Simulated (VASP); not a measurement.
# Hf (I4/mmm) in VASP: single point with PBEsol

Aim: the single point of Hf with PBEsol.

Everything below comes from runs of VASP 6.6.1. Logs are shortened: lines on timing, memory, paths and dates and some standing lists are left out, and cuts for length are marked.

## (1) The cell of the first run

The typed cell holds 1 atom: a = 3.124 Å, b = 3.124 Å, c = 3.125 Å, α = 60.00°, β = 60.00°, γ = 60.01°.

This isn't the form of Hf at room conditions, which is hcp.

## (2) Single point, PBEsol

INCAR

```
SYSTEM = Hf
  PREC = Accurate
  ENCUT = 520
  EDIFF = 1E-7
  ISMEAR = 0
  SIGMA = 0.1
  LREAL = .FALSE.
  LASPH = .TRUE.
  NELM = 80
  ALGO = Fast
  ISIF = 2
  LWAVE = .FALSE.
  LCHARG = .TRUE.
  GGA = PS
  LELF = .TRUE.
  LVHAR = .TRUE.
  NBANDS = 11
```

KPOINTS

```
regular mesh
0
G
  22 22 22
  0 0 0
```

POSCAR

```
Hf
1.0
    0.0000000000      2.2093002367      2.2089003242
    2.2094286773      0.0000000000      2.2089003242
    2.2094286773      2.2093002367      0.0000000000
Hf
1
Direct
    0.5000000000      0.5000000000      0.5000000000
```

Potentials or basis: VASP PAW PBE potentials, release 64 (Hf_pv).

Launch:

```
$ cat potpaw_PBE.64/Hf_pv/POTCAR > POTCAR
$ mpirun -np 1 vasp_std > vasp.out
```

OUTCAR:

```text
SYSTEM = Hf
   PREC = Accurate
   ENCUT = 520
   EDIFF = 1E-7
   ISMEAR = 0
   LREAL = .FALSE.
   LASPH = .TRUE.
   NELM = 80
   ISIF = 2
   GGA = PS

 ion  position               nearest neighbor table
   1  0.500  0.500  0.500-

  LATTYP: Found a face centered orthorhombic cell.
 ALAT       =     4.4178006484
 B/A-ratio  =     1.0001810460
 C/A-ratio  =     1.0002391928

  Lattice vectors:

 A1 = (   2.2094286773,  -2.2093002367,   0.0000000000)
 A2 = (   2.2094286773,   0.0000000000,   2.2089003242)
 A3 = (   0.0000000000,  -2.2093002367,   2.2089003242)

Analysis of symmetry for initial positions (statically):
=====================================================================
 Subroutine PRICEL returns:
 Original cell was already a primitive cell.

 Routine SETGRP: Setting up the symmetry group for a
 face centered orthorhombic supercell.

 Subroutine GETGRP returns: Found  8 space group operations
 (whereof  8 operations were pure point group operations)
 out of a pool of  8 trial point group operations.

The static configuration has the point symmetry D_2h.

Analysis of symmetry for dynamics (positions and initial velocities):
=====================================================================
 Subroutine PRICEL returns:
 Original cell was already a primitive cell.

 Routine SETGRP: Setting up the symmetry group for a
 face centered orthorhombic supercell.

 Subroutine GETGRP returns: Found  8 space group operations
 (whereof  8 operations were pure point group operations)
 out of a pool of  8 trial point group operations.

The dynamic configuration has the point symmetry D_2h.

 Subroutine INISYM returns: Found  8 space group operations
 (whereof  8 operations are pure point group operations),
 and found     1 'primitive' translations

----------------------------------------------------------------------------------------

                                     Primitive cell

  volume of cell :      21.5646

  direct lattice vectors                    reciprocal lattice vectors
     0.000000000  2.209300237  2.208900324    -0.226302847  0.226316003  0.226356977
     2.209428677  0.000000000  2.208900324     0.226302847 -0.226316003  0.226356977
     2.209428677  2.209300237  0.000000000     0.226302847  0.226316003 -0.226356977

  length of vectors
     3.124139590  3.124230421  3.124513181     0.392006879  0.392006879  0.392006879

  position of ions in fractional coordinates (direct lattice)
     0.500000000  0.500000000  0.500000000

  ion indices of the primitive-cell ions
   primitive index   ion index
                 1           1

----------------------------------------------------------------------------------------

 KPOINTS: regular mesh

Automatic generation of k-mesh.
 Grid dimensions read from file:
 generate k-points for:   22   22   22

 Generating k-lattice:

  Cartesian coordinates                     Fractional coordinates (reciprocal lattice)
    -0.010286493  0.010287091  0.010288954     0.045454545  0.000000000 -0.000000000
     0.010286493 -0.010287091  0.010288954     0.000000000  0.045454545  0.000000000
     0.010286493  0.010287091 -0.010288954    -0.000000000  0.000000000  0.045454545

  Length of vectors
     0.017818494  0.017818494  0.017818494

  Shift w.r.t. Gamma in fractional coordinates (k-lattice)
     0.000000000  0.000000000  0.000000000

 Subroutine IBZKPT returns following result:
 ===========================================

 Found   1530 irreducible k-points:

 Following reciprocal coordinates:
            Coordinates               Weight
  0.000000  0.000000  0.000000      1.000000
  0.045455  0.000000  0.000000      8.000000
  0.090909  0.000000  0.000000      8.000000
  0.136364 -0.000000 -0.000000      8.000000
  0.181818  0.000000 -0.000000      8.000000
  0.227273  0.000000 -0.000000      8.000000
[... 16 lines left out ...]
  0.500000  0.045455 -0.000000      8.000000
 -0.454545  0.045455  0.000000      8.000000
 [... further k-points ...]
   k-points           NKPTS =   1530   k-points in BZ     NKDIM =   1530   number of bands    NBANDS=     11
   number of dos      NEDOS =    301   number of ions     NIONS =      1
   total plane-waves  NPLWV =  13824
   dimension x,y,z NGX =    24 NGY =   24 NGZ =   24
   dimension x,y,z NGXF=    48 NGYF=   48 NGZF=   48
   ions per type =               1
   NGX,Y,Z   is equivalent  to a cutoff of  12.77, 12.77, 12.77 a.u.
   NGXF,Y,Z  is equivalent  to a cutoff of  25.54, 25.54, 25.54 a.u.
 SYSTEM =  Hf
   PREC   = accura    normal or accurate (medium, high low for compatibility)
   ISTART =      0    job   : 0-new  1-cont  2-samecut
   ICHARG =      2    charge: 1-file 2-atom 10-const
   ISPIN  =      1    spin polarized calculation?
   LNONCOLLINEAR =      F non collinear calculations
   LSORBIT =      F    spin-orbit coupling
   LASPH  =      T    aspherical Exc in radial PAW
   ENCUT  =  520.0 eV  38.22 Ry    6.18 a.u.   5.81  5.81  5.81*2*pi/ulx,y,z
   NELM   =     80;   NELMIN=  2; NELMDL= -5     # of ELM steps
   EDIFF  = 0.1E-06   stopping-criterion for ELM
   LREAL  =      F    real-space projection
   EDIFFG = 0.1E-05   stopping-criterion for IOM
   NSW    =      0    number of steps for IOM
   IBRION =     -1    ionic relax: 0-MD 1-quasi-New 2-CG
   NFREE  =      0    steps in history (QN), initial steepest desc. (CG)
   ISIF   =      2    stress and relaxation
   ISYM   =      2    0-nonsym 1-usesym 2-fastsym
   POTIM  = 0.5000    time-step for ionic-motion
   TEBEG  =    0.0;   TEEND  =   0.0 temperature during run
   PSTRESS=    0.0 pullay stress
   NELECT =      10.0000    total number of electrons
   NUPDOWN=      -1.0000    fix difference up-down
   EMIN   =  10.00;   EMAX   =-10.00  energy-range for DOS
   EFERMI =   0.00;   METHOD = LEGACY
   ISMEAR =     0;   SIGMA  =   0.10  broadening in eV -4-tet -1-fermi 0-gaus
   EFERMI_NEDOS =   21; number of points for ismear=-14 and -15
   IALGO  =     68    algorithm
   IMIX   =      4    mixing-type and parameters
     AMIX     =   0.40;   BMIX     =  1.00
     AMIX_MAG =   1.60;   BMIX_MAG =  1.00
  volume/ion in A,a.u.               =      21.56       145.52
  Fermi-wavevector in a.u.,A,eV,Ry     =   1.267150  2.394565 21.846440  1.605668
  Thomas-Fermi vector in A             =   2.400313
   LORBIT       =      0    0 simple, 1 ext, 2 COOP (PROOUT), +10 PAW based schemes
   GGA     = PS    functional components
   LHFCALC =     F    Hartree Fock is set to
   AEXX    =    0.0000 exact exchange contribution
   IVDW    =     0    specifies the selected vdW correction
   LEPSILON=     F    determine dielectric tensor
   LRPA    =     F    only Hartree local field effects (RPA)
 non-spin polarized calculation
 RMM-DIIS sequential band-by-band and
 Gauss-broadening in eV      SIGMA  =   0.10
  energy-cutoff  :      520.00
  volume of cell :       21.56
 maximum number of plane-waves:       595
   NGX = 11   NGY = 11   NGZ = 11

 number of electron      10.0000001 magnetization

 Free energy of the ion-electron system (eV)
  ---------------------------------------------------
  ext. energy  EPLUGINS =         0.00000000
  ---------------------------------------------------
  free energy    TOTEN  =       -10.43751904 eV

  energy without entropy =      -10.43023741  energy(sigma->0) =      -10.43387823

 E-fermi :   4.8364     XC(G=0): -11.5622

 val. band max:        4.8318917247   @ k =   0.3182   0.0000   0.0000
 cond. band min:       4.8427431582   @ k =   0.3636   0.0455   0.0000
 fundamental gap:      0.0108514335
 Fermi energy:         4.8364292653

 k-point     1 :       0.0000    0.0000    0.0000
  band No.  band energies     occupation
      1     -24.9917      2.00000
      2     -24.9917      2.00000
      3     -24.9917      2.00000
      4      -2.5044      2.00000
      5       6.2403      0.00000
      6       6.2410      0.00000
      7       6.2432      0.00000
      8       9.1576      0.00000
      9       9.1615      0.00000
     10      16.3295      0.00000
     11      18.0112      0.00000

 k-point     2 :       0.0455    0.0000    0.0000
  band No.  band energies     occupation
      1     -25.0119      2.00000
      2     -24.9942      2.00000
      3     -24.9942      2.00000
      4      -2.4282      2.00000
      5       6.1621      0.00000
      6       6.2780      0.00000
      7       6.2797      0.00000
      8       9.1147      0.00000
      9       9.1184      0.00000
     10      16.5024      0.00000
     11      20.3050      0.00000

 k-point     3 :       0.0909    0.0000    0.0000
  band No.  band energies     occupation
      1     -25.0704      2.00000
      2     -25.0016      2.00000
      3     -25.0015      2.00000
      4      -2.2042      2.00000
      5       5.9460      0.00000
      6       6.3805      0.00000
      7       6.3823      0.00000
      8       9.0062      0.00000
      9       9.0097      0.00000
     10      16.9814      0.00000
     11      19.4862      0.00000

 k-point     4 :       0.1364   -0.0000   -0.0000
  band No.  band energies     occupation
      1     -25.1615      2.00000
      2     -25.0131      2.00000
      3     -25.0131      2.00000
      4      -1.8461      2.00000
      5       5.6471      0.00000
      6       6.5164      0.00000
      7       6.5182      0.00000
      8       8.8910      0.00000
      9       8.8941      0.00000
     10      17.5651      0.00000
     11      18.7832      0.00000
[... 239 lines left out ...]
 k-point    22 :       0.4545    0.0455    0.0000
  band No.  band energies     occupation
      1     -25.8803      2.00000
      2     -25.1185      2.00000
      3     -25.1178      2.00000
      4       1.0818      2.00000
      5       5.2790      0.00000
      6       6.0029      0.00000
      7       6.1219      0.00000
      8      11.0599      0.00000
      9      11.3149      0.00000
     10      14.7481      0.00000
     11      16.5427      0.00000

 k-point    23 :       0.5000    0.0455   -0.0000
  band No.  band energies     occupation
      1     -25.9087      2.00000
      2     -25.1260      2.00000
      3     -25.1185      2.00000
      4       1.1517      2.00000
      5       5.4074      0.00000
      6       6.0044      0.00000
      7       6.0657      0.00000
      8      11.4086      0.00000
      9      11.4158      0.00000
     10      14.5941      0.00000
     11      16.1556      0.00000

 k-point    24 :      -0.4545    0.0455    0.0000
  band No.  band energies     occupation
      1     -25.9029      2.00000
      2     -25.1286      2.00000
      3     -25.1143      2.00000
      4       1.1387      2.00000
      5       5.3884      0.00000
      6       6.0058      0.00000
      7       6.0665      0.00000
      8      11.2185      0.00000
      9      11.5099      0.00000
     10      14.6274      0.00000
     11      16.2351      0.00000

 [... further k-points ...]

------------------------ aborting loop because EDIFF is reached ----------------------------------------

  FORCE on cell =-STRESS in cart. coord.  units (eV):
  Direction    XX          YY          ZZ          XY          YZ          ZX
  --------------------------------------------------------------------------------------
  -------------------------------------------------------------------------------------
  Total       -0.0529022     -0.0524441     -0.0510382      0.0000000      0.0000000      0.0000000
  in kB       -3.9304585     -3.8964229     -3.7919721      0.0000000      0.0000000      0.0000000
  external PRESSURE =      -3.8729512 kB  Pullay stress =       0.0000000 kB

 VOLUME and BASIS-vectors are now :
 -----------------------------------------------------------------------------
  energy-cutoff  :      520.00
  volume of cell :       21.56
      direct lattice vectors                 reciprocal lattice vectors
     0.000000000  2.209300237  2.208900324    -0.226302847  0.226316003  0.226356977
     2.209428677  0.000000000  2.208900324     0.226302847 -0.226316003  0.226356977
     2.209428677  2.209300237  0.000000000     0.226302847  0.226316003 -0.226356977

 POSITION                                       TOTAL-FORCE (eV/Angst)
 -----------------------------------------------------------------------------------
      2.20943      2.20930      2.20890        -0.000000      0.000000     -0.000000
 -----------------------------------------------------------------------------------
    total drift:                               -0.000000     -0.000000      0.000000

  FREE ENERGIE OF THE ION-ELECTRON SYSTEM (eV)
  ---------------------------------------------------
  free  energy   TOTEN  =       -10.4375190441 eV

  energy  without entropy=      -10.4302374074  energy(sigma->0) =      -10.43387823
```

Run time: 4.3 min. Hardware: 1 thread of Intel Xeon 8259CL, shared host; peak memory 0.45 GiB.

Results:

```
Free energy            : -10.4375 eV
Pressure               : -0.4 GPa
Band gap on the k mesh : zero (bands 5 and 6 overlap by 2.04 eV)
```

Caveat: the PAW data sets were made with another functional, which shifts forces and pressure a little; spin-orbit coupling is left out, which moves the levels of the heavy elements.
